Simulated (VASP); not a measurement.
# Ga (Fm-3m) in VASP: notebook

Ga is run at these levels: PBEsol; tasks: relaxation of cell and atoms, single point.

Program: VASP 6.6.1. These are calculated values, not measurements. Logs are shortened: lines on timing, memory, paths and dates and some standing lists are left out, and cuts for length are marked.

### Step 1. The cell of the first run

The structure is cubic, space group Fm-3m (No. 225). The conventional cell has a = 4.280 Å, b = 4.280 Å, c = 4.280 Å, α = 90.00°, β = 90.00°, γ = 90.00°. Ga (site symmetry m-3m) has 12 Ga at 3.03 Å within 4.0 Å.

### Step 2. Relaxation of cell and atoms, PBEsol

INCAR

```
SYSTEM = Ga
ALGO = Normal
EDIFF = 1E-7
EDIFFG = -0.01
ENCUT = 600
GGA = PS
IBRION = 2
ISIF = 3
ISMEAR = -1
LASPH = .True.
LCHARG = .False.
LREAL = .False.
LWAVE = .False.
NELM = 80
NSW = 80
PREC = Accurate
SIGMA = 0.1
```

KPOINTS

```
k-points
0
Gamma
  13 13 13
  0 0 0
```

POSCAR

```
Ga
1.0
    0.0000000000      2.1397919757      2.1397919757
    2.1397919757      0.0000000000      2.1397919757
    2.1397919757      2.1397919757      0.0000000000
Ga
1
Direct
    0.0000000000      0.0000000000      0.0000000000
```

Potentials or basis: VASP PAW PBE potentials, release 64 (Ga_d).

Run with:

```bash
cat potpaw_PBE.64/Ga_d/POTCAR > POTCAR
mpirun -np 1 vasp_std > vasp.out
```

OUTCAR:

```text
SYSTEM = Ga
   EDIFF = 1E-7
   EDIFFG = -0.01
   ENCUT = 600
   GGA = PS
   IBRION = 2
   ISIF = 3
   ISMEAR = -1
   LASPH = .True.
   LREAL = .False.
   NELM = 80
   NSW = 80
   PREC = Accurate

 ion  position               nearest neighbor table
   1  0.000  0.000  0.000-

  LATTYP: Found a face centered cubic cell.
 ALAT       =     4.2795839514

  Lattice vectors:

 A1 = (   0.0000000000,   2.1397919757,   2.1397919757)
 A2 = (   2.1397919757,   0.0000000000,   2.1397919757)
 A3 = (   2.1397919757,   2.1397919757,   0.0000000000)

Analysis of symmetry for initial positions (statically):
=====================================================================
 Subroutine PRICEL returns:
 Original cell was already a primitive cell.

 Routine SETGRP: Setting up the symmetry group for a
 face centered cubic supercell.

 Subroutine GETGRP returns: Found 48 space group operations
 (whereof 48 operations were pure point group operations)
 out of a pool of 48 trial point group operations.

The static configuration has the point symmetry O_h .

Analysis of symmetry for dynamics (positions and initial velocities):
=====================================================================
 Subroutine PRICEL returns:
 Original cell was already a primitive cell.

 Routine SETGRP: Setting up the symmetry group for a
 face centered cubic supercell.

 Subroutine GETGRP returns: Found 48 space group operations
 (whereof 48 operations were pure point group operations)
 out of a pool of 48 trial point group operations.

The dynamic configuration has the point symmetry O_h .

 Subroutine INISYM returns: Found 48 space group operations
 (whereof 48 operations are pure point group operations),
 and found     1 'primitive' translations

----------------------------------------------------------------------------------------

                                     Primitive cell

  volume of cell :      19.5950

  direct lattice vectors                    reciprocal lattice vectors
     0.000000000  2.139791976  2.139791976    -0.233667574  0.233667574  0.233667574
     2.139791976  0.000000000  2.139791976     0.233667574 -0.233667574  0.233667574
     2.139791976  2.139791976  0.000000000     0.233667574  0.233667574 -0.233667574

  length of vectors
[... 88 lines left out ...]
   POTIM  = 0.5000    time-step for ionic-motion
   TEBEG  =    0.0;   TEEND  =   0.0 temperature during run
   PSTRESS=    0.0 pullay stress
   NELECT =      13.0000    total number of electrons
   NUPDOWN=      -1.0000    fix difference up-down
   EMIN   =  10.00;   EMAX   =-10.00  energy-range for DOS
   EFERMI =   0.00;   METHOD = LEGACY
   ISMEAR =    -1;   SIGMA  =   0.10  broadening in eV -4-tet -1-fermi 0-gaus
   EFERMI_NEDOS =   21; number of points for ismear=-14 and -15
   IALGO  =     38    algorithm
   IMIX   =      4    mixing-type and parameters
     AMIX     =   0.40;   BMIX     =  1.00
     AMIX_MAG =   1.60;   BMIX_MAG =  1.00
  volume/ion in A,a.u.               =      19.59       132.23
  Fermi-wavevector in a.u.,A,eV,Ry     =   1.427823  2.698194 27.737908  2.038679
  Thomas-Fermi vector in A             =   2.547951
   LORBIT       =      0    0 simple, 1 ext, 2 COOP (PROOUT), +10 PAW based schemes
   GGA     = PS    functional components
   LHFCALC =     F    Hartree Fock is set to
   AEXX    =    0.0000 exact exchange contribution
   IVDW    =     0    specifies the selected vdW correction
   LEPSILON=     F    determine dielectric tensor
   LRPA    =     F    only Hartree local field effects (RPA)
 conjugate gradient relaxation of ions
 non-spin polarized calculation
  energy-cutoff  :      600.00
  volume of cell :       19.59
 maximum number of plane-waves:       666
   NGX = 13   NGY = 13   NGZ = 13

--------------------------------------- Ionic step        1  -------------------------------------------

 number of electron      13.0000004 magnetization

 Free energy of the ion-electron system (eV)
  ---------------------------------------------------
  ext. energy  EPLUGINS =         0.00000000
  ---------------------------------------------------
  free energy    TOTEN  =        -3.30893485 eV

  energy without entropy =       -3.29668109  energy(sigma->0) =       -3.30280797

------------------------ aborting loop because EDIFF is reached ----------------------------------------

  FORCE on cell =-STRESS in cart. coord.  units (eV):
  Direction    XX          YY          ZZ          XY          YZ          ZX
  --------------------------------------------------------------------------------------
  -------------------------------------------------------------------------------------
  Total       -0.5719122     -0.5719122     -0.5719122      0.0000000     -0.0000000     -0.0000000
  in kB      -46.7622337    -46.7622337    -46.7622337      0.0000000     -0.0000000     -0.0000000
  external PRESSURE =     -46.7622337 kB  Pullay stress =       0.0000000 kB
[... 127 lines left out ...]
--------------------------------------- Ionic step        5  -------------------------------------------

 number of electron      12.9999991 magnetization

 Free energy of the ion-electron system (eV)
  ---------------------------------------------------
  ext. energy  EPLUGINS =         0.00000000
  ---------------------------------------------------
  free energy    TOTEN  =        -3.33771718 eV

  energy without entropy =       -3.32515362  energy(sigma->0) =       -3.33143540

 E-fermi :   5.9971     XC(G=0): -11.4448

 val. band max:        5.9043621447   @ k =  -0.3846   0.3846   0.0000
 cond. band min:       6.0378714718   @ k =   0.4615   0.2308   0.0000
 fundamental gap:      0.1335093271
 Fermi energy:         5.9971143131

 k-point     1 :       0.0000    0.0000    0.0000
  band No.  band energies     occupation
      1      -8.9337      2.00000
      2      -8.9337      2.00000
      3      -8.9337      2.00000
      4      -8.7927      2.00000
      5      -8.7927      2.00000
      6      -5.5520      2.00000
      7      18.8114      0.00000
      8      18.8114      0.00000
      9      18.8114      0.00000
     10      22.1257      0.00000
[... 287 lines left out ...]
 k-point    24 :       0.4615    0.1538    0.0000
  band No.  band energies     occupation
      1      -9.0072      2.00000
      2      -8.9257      2.00000
      3      -8.8687      2.00000
      4      -8.7608      2.00000
      5      -8.6706      2.00000
      6      -0.3890      2.00000
      7       4.5656      2.00000
      8      13.0512      0.00000
      9      14.1531      0.00000
     10      17.3264      0.00000

 [... further k-points ...]
[... 5 lines left out ...]
  --------------------------------------------------------------------------------------
  -------------------------------------------------------------------------------------
  Total       -0.0088159     -0.0088159     -0.0088159      0.0000000     -0.0000000      0.0000000
  in kB       -0.7933367     -0.7933367     -0.7933367      0.0000000     -0.0000000      0.0000000
  external PRESSURE =      -0.7933367 kB  Pullay stress =       0.0000000 kB
[... 16 lines left out ...]
  FREE ENERGIE OF THE ION-ELECTRON SYSTEM (eV)
  ---------------------------------------------------
  free  energy   TOTEN  =        -3.3377171773 eV

  energy  without entropy=       -3.3251536185  energy(sigma->0) =       -3.33143540

 reached required accuracy - stopping structural energy minimisation
```

Run time: 28 s. Hardware: 1 thread of Intel Xeon Platinum 8559C (Emerald Rapids), shared host; peak memory 0.15 GiB.

What came out:

```yaml
Free_energy: -3.3377 eV
Relaxed_volume: 17.80 Å³/atom
Relaxed_cell: a = 2.931 Å, b = 2.931 Å, c = 2.931 Å, α = 60.00°, β = 60.00°, γ = 60.00°
Space_group_after_relaxing_to_0.05_Å: Fm-3m (No. 225)
Energy_gained_by_relaxing: 28.8 meV/atom
Ionic_steps: 5
Pressure_after_relaxing: -0.1 GPa
```

Step by step:
```csv
step,energy change (eV),largest force (eV/Å),pressure (GPa),volume (Å³)
1,0.0000,0.0000,-4.68,19.59
2,-0.0283,0.0000,-0.68,18.02
3,-0.0288,0.0000,-0.14,17.82
4,-0.0288,0.0000,0.09,17.78
5,-0.0288,0.0000,-0.08,17.80
```

Final structure:
```
Ga
1.0
     0.00000    2.07251    2.07251
     2.07251    0.00000    2.07251
     2.07251    2.07251    0.00000
Ga
1
Direct
  0.00000 0.00000 0.00000
```

Levels at points of the mesh, in eV from the Fermi level:
```csv
k point,band 2,band 3,band 4,band 5,band 6,band 7,band 8,band 9,band 10
"(0.00, 0.00, 0.00)",-14.93,-14.93,-14.79,-14.79,-11.55,12.81,12.81,12.81,16.13
```

Caveat: the PAW data sets were made with another functional, which shifts forces and pressure a little.

### Step 3. Single point, PBEsol

This run uses another cell than the first one, of 17.78 Å³/atom, 0.908 times its volume.

INCAR

```
SYSTEM = Ga
PREC = Accurate
ENCUT = 520
EDIFF = 1E-7
ISMEAR = -1
SIGMA = 0.1
LREAL = .False.
LASPH = .True.
NELM = 60
ALGO = Normal
ISIF = 2
LWAVE = .False.
LCHARG = .True.
GGA = PS
LELF = .True.
LVHAR = .True.
NBANDS = 12
```

KPOINTS

```
regular mesh
0
Gamma
  21 21 21
  0 0 0
```

POSCAR

```
Ga
1.0
    0.0000000000      2.0717283687      2.0717283687
    2.0717283687      0.0000000000      2.0717283687
    2.0717283687      2.0717283687      0.0000000000
Ga
1
Direct
    0.0000000000      0.0000000000      0.0000000000
```

Potentials or basis: VASP PAW PBE potentials, release 64 (Ga_d).

Run with:

```bash
cat potpaw_PBE.64/Ga_d/POTCAR > POTCAR
mpirun -np 1 vasp_std > vasp.out
```

OUTCAR:

```text
SYSTEM = Ga
   PREC = Accurate
   ENCUT = 520
   EDIFF = 1E-7
   ISMEAR = -1
   LREAL = .False.
   LASPH = .True.
   NELM = 60
   ISIF = 2
   GGA = PS

 ion  position               nearest neighbor table
   1  0.000  0.000  0.000-

  LATTYP: Found a face centered cubic cell.
 ALAT       =     4.1434567374

  Lattice vectors:

 A1 = (   0.0000000000,   2.0717283687,   2.0717283687)
 A2 = (   2.0717283687,   0.0000000000,   2.0717283687)
 A3 = (   2.0717283687,   2.0717283687,   0.0000000000)

Analysis of symmetry for initial positions (statically):
=====================================================================
 Subroutine PRICEL returns:
 Original cell was already a primitive cell.

 Routine SETGRP: Setting up the symmetry group for a
 face centered cubic supercell.

 Subroutine GETGRP returns: Found 48 space group operations
 (whereof 48 operations were pure point group operations)
 out of a pool of 48 trial point group operations.

The static configuration has the point symmetry O_h .

Analysis of symmetry for dynamics (positions and initial velocities):
=====================================================================
 Subroutine PRICEL returns:
 Original cell was already a primitive cell.

 Routine SETGRP: Setting up the symmetry group for a
 face centered cubic supercell.

 Subroutine GETGRP returns: Found 48 space group operations
 (whereof 48 operations were pure point group operations)
 out of a pool of 48 trial point group operations.

The dynamic configuration has the point symmetry O_h .

 Subroutine INISYM returns: Found 48 space group operations
 (whereof 48 operations are pure point group operations),
 and found     1 'primitive' translations

----------------------------------------------------------------------------------------

                                     Primitive cell

  volume of cell :      17.7840

  direct lattice vectors                    reciprocal lattice vectors
[... 106 lines left out ...]
  volume/ion in A,a.u.               =      17.78       120.01
  Fermi-wavevector in a.u.,A,eV,Ry     =   1.474732  2.786840 29.590424  2.174835
  Thomas-Fermi vector in A             =   2.589467
   LORBIT       =      0    0 simple, 1 ext, 2 COOP (PROOUT), +10 PAW based schemes
   GGA     = PS    functional components
   LHFCALC =     F    Hartree Fock is set to
   AEXX    =    0.0000 exact exchange contribution
   IVDW    =     0    specifies the selected vdW correction
   LEPSILON=     F    determine dielectric tensor
   LRPA    =     F    only Hartree local field effects (RPA)
 non-spin polarized calculation
  energy-cutoff  :      520.00
  volume of cell :       17.78
 maximum number of plane-waves:       531
 NGX is ok and might be reduce to    24
   NGX = 11   NGY = 11   NGZ = 11

 number of electron      12.9999991 magnetization

 Free energy of the ion-electron system (eV)
  ---------------------------------------------------
  ext. energy  EPLUGINS =         0.00000000
  ---------------------------------------------------
  free energy    TOTEN  =        -3.34016043 eV

  energy without entropy =       -3.32748292  energy(sigma->0) =       -3.33382168

 E-fermi :   6.0098     XC(G=0): -11.4514

 val. band max:        5.9858848888   @ k =  -0.2857   0.3810   0.0952
 cond. band min:       6.0505585501   @ k =   0.4762   0.2381   0.0476
 fundamental gap:      0.0646736612
 Fermi energy:         6.0098050273

 k-point     1 :       0.0000    0.0000    0.0000
  band No.  band energies     occupation
      1      -8.9263      2.00000
      2      -8.9263      2.00000
      3      -8.9263      2.00000
      4      -8.7849      2.00000
      5      -8.7849      2.00000
      6      -5.5506      2.00000
      7      18.8346      0.00000
      8      18.8346      0.00000
      9      18.8346      0.00000
     10      22.1427      0.00000
     11      22.5817      0.00000
     12      22.5817      0.00000
[... 331 lines left out ...]
 k-point    24 :      -0.3810    0.0476    0.0000
  band No.  band energies     occupation
      1      -9.0079      2.00000
      2      -8.9144      2.00000
      3      -8.9100      2.00000
      4      -8.6952      2.00000
      5      -8.6830      2.00000
      6      -1.1862      2.00000
      7       4.5049      2.00000
      8      15.4229      0.00000
      9      16.6748      0.00000
     10      20.2503      0.00000
     11      21.2316      0.00000
     12      21.7666      0.00000

 [... further k-points ...]
[... 5 lines left out ...]
  --------------------------------------------------------------------------------------
  -------------------------------------------------------------------------------------
  Total       -0.0192027     -0.0192027     -0.0192027     -0.0000000     -0.0000000      0.0000000
  in kB       -1.7299941     -1.7299941     -1.7299941     -0.0000000     -0.0000000      0.0000000
  external PRESSURE =      -1.7299941 kB  Pullay stress =       0.0000000 kB

 VOLUME and BASIS-vectors are now :
 -----------------------------------------------------------------------------
  energy-cutoff  :      520.00
  volume of cell :       17.78
      direct lattice vectors                 reciprocal lattice vectors
     0.000000000  2.071728369  2.071728369    -0.241344381  0.241344381  0.241344381
     2.071728369  0.000000000  2.071728369     0.241344381 -0.241344381  0.241344381
     2.071728369  2.071728369  0.000000000     0.241344381  0.241344381 -0.241344381

 POSITION                                       TOTAL-FORCE (eV/Angst)
 -----------------------------------------------------------------------------------
      0.00000      0.00000      0.00000         0.000000      0.000000      0.000000
 -----------------------------------------------------------------------------------
    total drift:                               -0.000000      0.000000      0.000000

  FREE ENERGIE OF THE ION-ELECTRON SYSTEM (eV)
  ---------------------------------------------------
  free  energy   TOTEN  =        -3.3401604252 eV

  energy  without entropy=       -3.3274829250  energy(sigma->0) =       -3.33382168
```

stdout:

```text
POSCAR found type information on POSCAR Ga
 POSCAR found :  1 types and       1 ions
 scaLAPACK will be used
 -----------------------------------------------------------------------------
|                                                                             |
|                                                                             |
|     You enforced a specific xc type in the INCAR file but a different       |
|     I HOPE YOU KNOW WHAT YOU ARE DOING!                                     |
|                                                                             |
 -----------------------------------------------------------------------------

 LDA part: xc-table for (Slater+PW92), standard interpolation
 POSCAR, INCAR and KPOINTS ok, starting setup
 FFT: planning ... GRIDC
 FFT: planning ... GRID_SOFT
 FFT: planning ... GRID
 WAVECAR not read
 entering main loop
```

Wall time 27 s (1 thread of Intel Xeon Platinum 8559C (Emerald Rapids), shared host); peak memory 0.18 GiB.

Results:

```yaml
Free_energy: -3.3402 eV
Pressure: -0.2 GPa
```

Caveat: the PAW data sets were made with another functional, which shifts forces and pressure a little.
